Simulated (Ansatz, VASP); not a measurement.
**Two plane-wave programs on InSb**

INCAR

```
SYSTEM = InSb
  ALGO = Normal
  EDIFF = 1E-6
  ENCUT = 520
  GGA = PE
  ISIF = 2
  ISMEAR = 0
  LASPH = .True.
  LCHARG = .False.
  LREAL = .False.
  LWAVE = .False.
  NBANDS = 16
  NELM = 100
  PREC = Accurate
  SIGMA = 0.15
```

File KPOINTS:

```
k-points
0
Gamma
  12 12 12
  0 0 0
```

File POSCAR:

```
InSb
1.0
    0.0000000000      3.2391000000      3.2391000000
    3.4010550000      0.0000000000      3.2391000000
    3.4010550000      3.2391000000      0.0000000000
In Sb
1 1
Direct
    0.0000000000      0.0000000000      0.0000000000
    0.7500000000      0.7500000000      0.7500000000
```

Input for Ansatz:

```yaml
crystal:
  lattice:
    - [0.0, 3.2391, 3.2391]
    - [3.401055, 0.0, 3.2391]
    - [3.401055, 3.2391, 0.0]
  atoms:
    - { symbol: In, position: [0.0, 0.0, 0.0] }
    - { symbol: Sb, position: [0.75, 0.75, 0.75] }
basis:
  ecutwfc: 420
kpoints:
  mp_grid: { grid: [12, 12, 12] }
hamiltonian:
  xc: pbe
scf:
  occupations: { method: gaussian, width: 0.15 }
output:
  forces: true
  stress: true
  eigenvalues: true
```

Change from the starting cell: strain +0.0500 x Voigt [1, 0, 0, 0, 0, 0], atoms carried along.

Alike in both runs: task single point; functional PBE; k mesh 12 × 12 × 12; occupations gaussian, width 0.15 eV; no spin polarisation.

```csv
,VASP,Ansatz
version,VASP 6.6.1,Ansatz 0.2.0
potentials or method,"VASP PAW PBE potentials, release 64 (In_d, Sb), cutoff 520 eV","scalar-relativistic, plane waves, PAW"
valence electrons in the cell,18,28
```

Ansatz gave:

| Item | Value |
| --- | --- |
| gap on the k mesh at the Fermi level (eV) | none |
| pressure (GPa) | 0.9 |
| traceless stress, the component that is largest in VASP (GPa) | -0.93 |

**Question.** Which values does VASP return?

**Answer.** gap on the k mesh at the Fermi level (eV): none; pressure (GPa): 0.8; traceless stress, the component that is largest in VASP (GPa): -0.94.

A gap of «none» marks a metal or a gap that the smearing closes. VASP's potentials hold 18 valence electrons a cell and Ansatz's 28, so a difference there can come from the potentials and not from the codes.

Neither program's run includes spin-orbit coupling.
